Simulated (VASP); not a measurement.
The system is GePt.

```
CELL_PARAMETERS angstrom
2.96273 0.00000 0.00000
0.00000 2.96273 0.00000
0.00000 0.00000 4.02774
ATOMIC_POSITIONS crystal
Ge 0.50000 0.50000 0.50000
Pt 0.00000 0.00000 0.00000
```

* Program: VASP 6.6.1
* Task: relaxation of cell and atoms
* Functional: PBE
* Potentials or basis: VASP PAW PBE potentials, release 64 (Ge_d, Pt)
* Cutoff: 600 eV
* k mesh: 6 × 6 × 4
* Occupations: gaussian, width 0.1 eV
* Spin: no spin polarisation

At the start: pressure -9.1 GPa; volume 17.68 Å³/atom.

Task: Where does the relaxation end?

Result: Over 11 steps the energy falls by 126.4 meV/atom and the volume is 16.17 Å³/atom (-8.6 %); space group P4/mmm (No. 123, to 0.05 Å).

Step by step:
| step | energy change (eV) | largest force (eV/Å) | pressure (GPa) | volume (Å³) |
| --- | --- | --- | --- | --- |
| 1 | 0.0000 | 0.0000 | -9.15 | 35.35 |
| 2 | -0.0455 | 0.0000 | 12.58 | 30.42 |
| 3 | -0.1095 | 0.0000 | 1.62 | 32.38 |
| 4 | -0.1517 | 0.0000 | 1.53 | 32.35 |
| 5 | -0.1969 | 0.0000 | 0.93 | 32.24 |
| 6 | -0.2466 | 0.0000 | 2.87 | 31.76 |
| 7 | -0.2176 | 0.0000 | -6.02 | 33.99 |
| 8 | -0.2513 | 0.0000 | -0.01 | 32.35 |
| 9 | -0.2513 | 0.0000 | 0.11 | 32.33 |
| 10 | -0.2518 | 0.0000 | 0.15 | 32.33 |
| 11 | -0.2528 | 0.0000 | 0.05 | 32.33 |

Final structure:
```yaml
crystal:
  lattice:
    - [3.11728, 0.00000, 0.00000]
    - [0.00000, 3.11728, 0.00000]
    - [0.00000, 0.00000, 3.32711]
  atoms:
    - { symbol: Ge, position: [0.50000, 0.50000, 0.50000] }
    - { symbol: Pt, position: [0.00000, 0.00000, 0.00000] }
```

Caveat: the k points lie up to 0.47 Å⁻¹ apart in the final cell.
